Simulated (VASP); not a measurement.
# W (Im-3m) in VASP: a series of runs

Runs on W. Level: PBE. Tasks: single point, relaxation of cell and atoms.

Everything below comes from runs of VASP 6.6.1. Logs are shortened: lines on timing, memory, paths and dates and some standing lists are left out, and cuts for length are marked.

## (1) The cell of the first run

It takes space group Im-3m (No. 229, cubic). Conventional cell: a = 3.184 Å, b = 3.184 Å, c = 3.184 Å, α = 90.00°, β = 90.00°, γ = 90.00°. W (site symmetry m-3m) has 14 W at 2.76 to 3.18 Å within 3.6 Å.

## (2) Single point, PBE

File INCAR:

```
SYSTEM = W
PREC = Accurate ; ENCUT = 520
EDIFF = 1E-6 ; ISMEAR = 0
SIGMA = 0.1 ; LREAL = .FALSE.
LASPH = .TRUE. ; NELM = 100
ALGO = Fast ; ISIF = 2
LWAVE = .FALSE. ; LCHARG = .FALSE.
GGA = PE ; NBANDS = 13
```

File KPOINTS:

```
Automatic mesh
0
G
  24 24 24
  0 0 0
```

File POSCAR:

```
W
1.0
   -1.5918692245      1.5918692245      1.5918692245
    1.5918692245     -1.5918692245      1.5918692245
    1.5918692245      1.5918692245     -1.5918692245
W
1
Direct
    0.0000000000      0.0000000000      0.0000000000
```

Potentials or basis: VASP PAW PBE potentials, release 64 (W_sv).

Run with:

```console
$ cat potpaw_PBE.64/W_sv/POTCAR > POTCAR
$ mpirun -np 1 vasp_std > vasp.out
```

OUTCAR:

```text
SYSTEM = W
   PREC = Accurate
   ENCUT = 520
   EDIFF = 1E-6
   ISMEAR = 0
   LREAL = .FALSE.
   LASPH = .TRUE.
   NELM = 100
   ISIF = 2
   GGA = PE

 ion  position               nearest neighbor table
   1  0.000  0.000  0.000-

  LATTYP: Found a body centered cubic cell.
 ALAT       =     3.1837384490

  Lattice vectors:

 A1 = (  -1.5918692245,   1.5918692245,   1.5918692245)
 A2 = (   1.5918692245,  -1.5918692245,   1.5918692245)
 A3 = (   1.5918692245,   1.5918692245,  -1.5918692245)

Analysis of symmetry for initial positions (statically):
=====================================================================
 Subroutine PRICEL returns:
 Original cell was already a primitive cell.

 Routine SETGRP: Setting up the symmetry group for a
 body centered cubic supercell.

 Subroutine GETGRP returns: Found 48 space group operations
 (whereof 48 operations were pure point group operations)
 out of a pool of 48 trial point group operations.

The static configuration has the point symmetry O_h .

Analysis of symmetry for dynamics (positions and initial velocities):
=====================================================================
 Subroutine PRICEL returns:
 Original cell was already a primitive cell.

 Routine SETGRP: Setting up the symmetry group for a
 body centered cubic supercell.

 Subroutine GETGRP returns: Found 48 space group operations
 (whereof 48 operations were pure point group operations)
 out of a pool of 48 trial point group operations.

The dynamic configuration has the point symmetry O_h .

 Subroutine INISYM returns: Found 48 space group operations
 (whereof 48 operations are pure point group operations),
 and found     1 'primitive' translations

----------------------------------------------------------------------------------------

                                     Primitive cell

  volume of cell :      16.1355

  direct lattice vectors                    reciprocal lattice vectors
    -1.591869224  1.591869224  1.591869224     0.000000000  0.314096153  0.314096153
     1.591869224 -1.591869224  1.591869224     0.314096153  0.000000000  0.314096153
     1.591869224  1.591869224 -1.591869224     0.314096153  0.314096153  0.000000000

  length of vectors
     2.757198376  2.757198376  2.757198376     0.444199040  0.444199040  0.444199040

  position of ions in fractional coordinates (direct lattice)
     0.000000000  0.000000000  0.000000000

  ion indices of the primitive-cell ions
   primitive index   ion index
                 1           1

----------------------------------------------------------------------------------------

 KPOINTS: Automatic mesh

Automatic generation of k-mesh.
 Grid dimensions read from file:
 generate k-points for:   24   24   24

 Generating k-lattice:

  Cartesian coordinates                     Fractional coordinates (reciprocal lattice)
     0.000000000  0.013087340  0.013087340     0.041666667  0.000000000  0.000000000
     0.013087340  0.000000000  0.013087340     0.000000000  0.041666667  0.000000000
     0.013087340  0.013087340  0.000000000     0.000000000  0.000000000  0.041666667

  Length of vectors
     0.018508293  0.018508293  0.018508293

  Shift w.r.t. Gamma in fractional coordinates (k-lattice)
     0.000000000  0.000000000  0.000000000

 Subroutine IBZKPT returns following result:
 ===========================================

 Found    413 irreducible k-points:

 Following reciprocal coordinates:
            Coordinates               Weight
  0.000000  0.000000  0.000000      1.000000
  0.041667  0.000000  0.000000     12.000000
  0.083333  0.000000  0.000000     12.000000
  0.125000  0.000000  0.000000     12.000000
  0.166667  0.000000  0.000000     12.000000
  0.208333  0.000000  0.000000     12.000000
[... 16 lines left out ...]
  0.416667  0.041667  0.000000     48.000000
  0.458333  0.041667 -0.000000     48.000000
 [... further k-points ...]
   k-points           NKPTS =    413   k-points in BZ     NKDIM =    413   number of bands    NBANDS=     13
   number of dos      NEDOS =    301   number of ions     NIONS =      1
   total plane-waves  NPLWV =  13824
   dimension x,y,z NGX =    24 NGY =   24 NGZ =   24
   dimension x,y,z NGXF=    48 NGYF=   48 NGZF=   48
   ions per type =               1
   NGX,Y,Z   is equivalent  to a cutoff of  14.47, 14.47, 14.47 a.u.
   NGXF,Y,Z  is equivalent  to a cutoff of  28.94, 28.94, 28.94 a.u.
 SYSTEM =  W
   PREC   = accura    normal or accurate (medium, high low for compatibility)
   ISTART =      0    job   : 0-new  1-cont  2-samecut
   ICHARG =      2    charge: 1-file 2-atom 10-const
   ISPIN  =      1    spin polarized calculation?
   LNONCOLLINEAR =      F non collinear calculations
   LSORBIT =      F    spin-orbit coupling
   LASPH  =      T    aspherical Exc in radial PAW
   ENCUT  =  520.0 eV  38.22 Ry    6.18 a.u.   5.13  5.13  5.13*2*pi/ulx,y,z
   NELM   =    100;   NELMIN=  2; NELMDL= -5     # of ELM steps
   EDIFF  = 0.1E-05   stopping-criterion for ELM
   LREAL  =      F    real-space projection
   EDIFFG = 0.1E-04   stopping-criterion for IOM
   NSW    =      0    number of steps for IOM
   IBRION =     -1    ionic relax: 0-MD 1-quasi-New 2-CG
   NFREE  =      0    steps in history (QN), initial steepest desc. (CG)
   ISIF   =      2    stress and relaxation
   ISYM   =      2    0-nonsym 1-usesym 2-fastsym
   POTIM  = 0.5000    time-step for ionic-motion
   TEBEG  =    0.0;   TEEND  =   0.0 temperature during run
   PSTRESS=    0.0 pullay stress
   NELECT =      14.0000    total number of electrons
   NUPDOWN=      -1.0000    fix difference up-down
   EMIN   =  10.00;   EMAX   =-10.00  energy-range for DOS
   EFERMI =   0.00;   METHOD = LEGACY
   ISMEAR =     0;   SIGMA  =   0.10  broadening in eV -4-tet -1-fermi 0-gaus
   EFERMI_NEDOS =   21; number of points for ismear=-14 and -15
   IALGO  =     68    algorithm
   IMIX   =      4    mixing-type and parameters
     AMIX     =   0.40;   BMIX     =  1.00
     AMIX_MAG =   1.60;   BMIX_MAG =  1.00
  volume/ion in A,a.u.               =      16.14       108.89
  Fermi-wavevector in a.u.,A,eV,Ry     =   1.561433  2.950681 33.172013  2.438074
  Thomas-Fermi vector in A             =   2.664499
   LORBIT       =      0    0 simple, 1 ext, 2 COOP (PROOUT), +10 PAW based schemes
   GGA     = PE    functional components
   LHFCALC =     F    Hartree Fock is set to
   AEXX    =    0.0000 exact exchange contribution
   IVDW    =     0    specifies the selected vdW correction
   LEPSILON=     F    determine dielectric tensor
   LRPA    =     F    only Hartree local field effects (RPA)
 non-spin polarized calculation
 RMM-DIIS sequential band-by-band and
 Gauss-broadening in eV      SIGMA  =   0.10
  energy-cutoff  :      520.00
  volume of cell :       16.14
 maximum number of plane-waves:       466
 NGX is ok and might be reduce to    24
   NGX = 11   NGY = 11   NGZ = 11

 number of electron      14.0000002 magnetization

 Free energy of the ion-electron system (eV)
  ---------------------------------------------------
  ext. energy  EPLUGINS =         0.00000000
  ---------------------------------------------------
  free energy    TOTEN  =       -12.95711252 eV

  energy without entropy =      -12.95521101  energy(sigma->0) =      -12.95616177

 E-fermi :  11.2225     XC(G=0): -13.5410

 val. band max:       11.2168247918   @ k =   0.5000   0.5000   0.2083
 cond. band min:      11.2249807376   @ k =  -0.4583   0.4583   0.0417
 fundamental gap:      0.0081559458
 Fermi energy:        11.2224557093

 k-point     1 :       0.0000    0.0000    0.0000
  band No.  band energies     occupation
      1     -63.0222      2.00000
      2     -26.6092      2.00000
      3     -26.6092      2.00000
      4     -26.6092      2.00000
      5       1.6498      2.00000
      6       9.9871      2.00000
      7       9.9871      2.00000
      8       9.9871      2.00000
      9      13.4066      0.00000
     10      13.4066      0.00000
     11      25.6652      0.00000
     12      25.6652      0.00000
     13      25.6652      0.00000

 k-point     2 :       0.0417    0.0000    0.0000
  band No.  band energies     occupation
      1     -63.0201      2.00000
      2     -26.6316      2.00000
      3     -26.6162      2.00000
      4     -26.6093      2.00000
      5       1.7326      2.00000
      6       9.9364      2.00000
      7       9.9766      2.00000
      8      10.0665      2.00000
      9      13.3230      0.00000
     10      13.4069      0.00000
     11      25.7368      0.00000
     12      25.8062      0.00000
     13      25.8699      0.00000

 k-point     3 :       0.0833    0.0000    0.0000
  band No.  band energies     occupation
      1     -63.0140      2.00000
      2     -26.6968      2.00000
      3     -26.6367      2.00000
      4     -26.6096      2.00000
      5       1.9762      2.00000
      6       9.7914      2.00000
      7       9.9361      2.00000
      8      10.3032      2.00000
      9      13.1144      0.00000
     10      13.4103      0.00000
     11      25.9330      0.00000
     12      26.2217      0.00000
     13      26.4318      0.00000
[... 305 lines left out ...]
 k-point    23 :       0.4167    0.0417    0.0000
  band No.  band energies     occupation
      1     -62.9024      2.00000
      2     -27.7745      2.00000
      3     -26.9967      2.00000
      4     -26.6240      2.00000
      5       5.1005      2.00000
      6       7.7879      2.00000
      7      11.1258      1.82848
      8      13.3328      0.00000
      9      14.2402      0.00000
     10      16.7618      0.00000
     11      22.4331      0.00000
     12      23.0497      0.00000
     13      28.4015      0.00000

 k-point    24 :       0.4583    0.0417   -0.0000
  band No.  band energies     occupation
      1     -62.8982      2.00000
      2     -27.8119      2.00000
      3     -27.0100      2.00000
      4     -26.6243      2.00000
      5       5.0889      2.00000
      6       7.7272      2.00000
      7      11.5732      0.00000
      8      13.2742      0.00000
      9      14.3292      0.00000
     10      17.2110      0.00000
     11      21.9547      0.00000
     12      22.7890      0.00000
     13      27.7904      0.00000

 [... further k-points ...]
[... 5 lines left out ...]
  --------------------------------------------------------------------------------------
  -------------------------------------------------------------------------------------
  Total        0.0527570      0.0527570      0.0527570      0.0000000      0.0000000      0.0000000
  in kB        5.2385194      5.2385194      5.2385194      0.0000000      0.0000000      0.0000000
  external PRESSURE =       5.2385194 kB  Pullay stress =       0.0000000 kB

 VOLUME and BASIS-vectors are now :
 -----------------------------------------------------------------------------
  energy-cutoff  :      520.00
  volume of cell :       16.14
      direct lattice vectors                 reciprocal lattice vectors
    -1.591869224  1.591869224  1.591869224     0.000000000  0.314096153  0.314096153
     1.591869224 -1.591869224  1.591869224     0.314096153  0.000000000  0.314096153
     1.591869224  1.591869224 -1.591869224     0.314096153  0.314096153  0.000000000

 POSITION                                       TOTAL-FORCE (eV/Angst)
 -----------------------------------------------------------------------------------
      0.00000      0.00000      0.00000         0.000000      0.000000      0.000000
 -----------------------------------------------------------------------------------
    total drift:                                0.000000      0.000000     -0.000000

  FREE ENERGIE OF THE ION-ELECTRON SYSTEM (eV)
  ---------------------------------------------------
  free  energy   TOTEN  =       -12.9571125233 eV

  energy  without entropy=      -12.9552110084  energy(sigma->0) =      -12.95616177
```

Wall time 60 s (1 thread of Intel Xeon Platinum 8259CL at 2.50GHz (Skylake/Cascade Lake), shared host); peak memory 0.21 GiB.

What came out:

| Property | Result |
| --- | --- |
| Free energy | -12.9571 eV |
| Pressure | 0.5 GPa |
| Band gap on the k mesh | zero (band 7 reaches 16.22 eV, above the bottom of band 8 at 9.99 eV) |

Levels at points of the mesh, in eV from the Fermi level:
| k point | band 3 | band 4 | band 5 | band 6 | band 7 | band 8 | band 9 | band 10 | band 11 | band 12 |
| --- | --- | --- | --- | --- | --- | --- | --- | --- | --- | --- |
| (0.00, 0.00, 0.00) | -37.83 | -37.83 | -9.57 | -1.24 | -1.24 | -1.24 | 2.18 | 2.18 | 14.44 | 14.44 |
| (0.50, 0.00, 0.00) | -38.23 | -37.84 | -6.20 | -3.52 | 0.58 | 2.07 | 3.02 | 5.96 | 10.76 | 11.41 |
| (0.50, 0.50, 0.50) | -38.68 | -38.68 | -5.73 | -5.73 | 5.00 | 5.00 | 5.00 | 8.07 | 8.07 | 8.07 |

Caveat: spin-orbit coupling is left out, which moves the levels of the heavy elements.

## (3) Relaxation of cell and atoms, PBE

This run uses another cell than the first one, of 15.93 Å³/atom, 0.987 times its volume.

File INCAR:

```
  PREC = Accurate
  ENCUT = 600
  EDIFF = 1E-7
  ISMEAR = 0
  SIGMA = 0.1
  LREAL = False
  LASPH = True
  NELM = 100
  ALGO = Normal
  ISIF = 3
  LWAVE = False
  LCHARG = False
  GGA = PE
  IBRION = 2
  NSW = 80
  EDIFFG = -0.005
```

File KPOINTS:

```
Automatic mesh
0
Gamma
  24 24 24
```

File POSCAR:

```
W
1.0
   -1.5850000000      1.5850000000      1.5850000000
    1.5850000000     -1.5850000000      1.5850000000
    1.5850000000      1.5850000000     -1.5850000000
W
1
Direct
    0.0000000000      0.0000000000      0.0000000000
```

Potentials or basis: VASP PAW PBE potentials, release 64 (W_sv).

Run with:

```console
$ cat potpaw_PBE.64/W_sv/POTCAR > POTCAR
$ mpirun -np 1 vasp_std > vasp.out
```

Wall time 2.3 min (1 thread of Intel Xeon Platinum 8259CL at 2.50GHz (Skylake/Cascade Lake), shared host); peak memory 0.23 GiB.

It converged, with:

```yaml
Free_energy: -12.9573 eV
Relaxed_volume: 16.17 Å³/atom
Relaxed_cell: a = 2.759 Å, b = 2.759 Å, c = 2.759 Å, α = 109.47°, β = 109.47°, γ = 109.47°
Space_group_after_relaxing_to_0.05_Å: Im-3m (No. 229)
Energy_gained_by_relaxing: 3.4 meV/atom
Ionic_steps: 4
Pressure_after_relaxing: 0.0 GPa
Band_gap_on_the_k_mesh: zero (band 7 reaches 16.19 eV, above the bottom of band 8 at 9.96 eV)
```

The path:
```
step  energy change (eV)  largest force (eV/Å)  pressure (GPa)  volume (Å³)
   1              0.0000                0.0000            4.66        15.93
   2              0.0359                0.0000          -14.09        17.02
   3             -0.0034                0.0000           -0.09        16.17
   4             -0.0034                0.0000            0.00        16.17
```

Final structure:
```yaml
crystal:
  lattice:
    - [-1.59284, 1.59284, 1.59284]
    - [1.59284, -1.59284, 1.59284]
    - [1.59284, 1.59284, -1.59284]
  atoms:
    - { symbol: W, position: [0.00000, 0.00000, 0.00000] }
```

Levels at points of the mesh, in eV from the Fermi level:
| k point | band 3 | band 4 | band 5 | band 6 | band 7 | band 8 | band 9 | band 10 | band 11 |
| --- | --- | --- | --- | --- | --- | --- | --- | --- | --- |
| (0.00, 0.00, 0.00) | -37.84 | -37.84 | -9.56 | -1.23 | -1.23 | -1.23 | 2.18 | 2.18 | 14.44 |
| (0.50, 0.00, 0.00) | -38.23 | -37.84 | -6.18 | -3.51 | 0.58 | 2.06 | 3.02 | 5.94 | 10.73 |
| (0.50, 0.50, 0.50) | -38.68 | -38.68 | -5.71 | -5.71 | 4.99 | 4.99 | 4.99 | 8.06 | 8.06 |

Caveat: spin-orbit coupling is left out, which moves the levels of the heavy elements.
